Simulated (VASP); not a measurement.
Here is a VASP 6.6.1 calculation.

File INCAR:

```
PREC = Accurate
ENCUT = 600
EDIFF = 1E-7
ISMEAR = 0
SIGMA = 0.1
LREAL = False
LASPH = True
NELM = 120
ALGO = Normal
ISIF = 3
LWAVE = False
LCHARG = False
GGA = PE
IBRION = 2
NSW = 100
EDIFFG = -0.01
GGA_COMPAT = False
NELMIN = 4
```

The input KPOINTS:

```
Automatic mesh
0
Gamma
  18 18 18
```

File POSCAR:

```
TeO
1.0
    0.0000000000      2.7600786094      2.7600786094
    2.7600786094      0.0000000000      2.7600786094
    2.7600786094      2.7600786094      0.0000000000
Te O
1 1
Direct
    0.0000000000      0.0000000000      0.0000000000
    0.7500000000      0.7500000000      0.7500000000
```

Potentials or basis: VASP PAW PBE potentials, release 64 (Te, O).

Launch:

```console
$ cat potpaw_PBE.64/Te/POTCAR potpaw_PBE.64/O/POTCAR > POTCAR
$ mpirun -np 1 vasp_std > vasp.out
```

Problem. What does it give for the space group after relaxing (to 0.1 Å)?

Solution. F-43m (No. 216).

Problem. What does it give for the band gap on the k mesh?

Solution. Zero (bands 6 and 7 overlap by 0.53 eV).

Final structure:
```
Te O
1.0
     0.00000    2.75304    2.75304
     2.75304    0.00000    2.75304
     2.75304    2.75304    0.00000
Te O
1 1
Direct
  0.00000 0.00000 0.00000
  0.75000 0.75000 0.75000
```

Caveat: spin-orbit coupling is left out, which moves the levels of the heavy elements.
